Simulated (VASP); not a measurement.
Write the native input for VASP 6.6.1 that does the following.

| Quantity | Value |
| --- | --- |
| Task | relaxation of cell and atoms |
| Functional | PBE |
| Potentials or basis | VASP PAW PBE potentials, release 64 (Cd, Cu, B) |
| Cutoff | 600 eV |
| k mesh | 12 × 12 × 4 |
| Occupations | gaussian, width 0.1 eV |
| Spin | no spin polarisation |
| Dipole correction | no |
| Further INCAR settings | ALGO = Fast; EDIFF = 1e-06; IBRION = 2; EDIFFG = -0.01; NSW = 100; ISIF = 3 |

The structure of Cd2CuB2 lies in POSCAR:

```
Cd2CuB2
1.0
    3.3911128826      0.0000000000      0.0000000000
   -1.6955564413      2.9367899034      0.0000000000
    0.0000000000      0.0000000000      9.1633873839
Cd Cu B
2 1 2
Direct
    0.0000000000      0.0000000000      0.6675863803
    0.0000000000      0.0000000000      0.3324136197
    0.0000000000      0.0000000000      0.0000000000
    0.3333333333      0.6666666667      0.0000000000
    0.6666666667      0.3333333333      0.0000000000
```

The cell was generated, and may not be a known phase.

One way to write it, as run:

INCAR

```
ALGO = Fast ; EDIFF = 1E-6
EDIFFG = -0.01 ; ENCUT = 600
GGA = PE ; IBRION = 2
ISIF = 3 ; ISMEAR = 0
LASPH = T ; LCHARG = F
LREAL = F ; LWAVE = F
NELM = 60 ; NSW = 100
PREC = Accurate ; SIGMA = 0.1
```

KPOINTS

```
k-points
0
Gamma
  12 12 4
```

Potentials or basis: VASP PAW PBE potentials, release 64 (Cd, Cu, B).

The run is started by

```sh
$ cat potpaw_PBE.64/Cd/POTCAR potpaw_PBE.64/Cu/POTCAR potpaw_PBE.64/B/POTCAR > POTCAR
$ mpirun -np 1 vasp_std > vasp.out
```

It gave:

The relaxed volume is 18.03 Å³/atom, the relaxed cell is a = 3.393 Å, b = 3.393 Å, c = 9.045 Å, α = 90.00°, β = 90.00°, γ = 120.00° and the space group after relaxing (to 0.1 Å) is P6/mmm (No. 191). The energy gained by relaxing is 0.5 meV/atom, the ionic steps are 20 and the pressure after relaxing is -0.1 GPa. The largest force after relaxing is 0.008 eV/Å. The band gap on the k mesh is zero (an odd number of electrons rules out a gap without spin polarisation).

It took 39 min on 1 thread of Intel Xeon 8259CL, with other jobs on the host, peak memory 0.37 GiB.
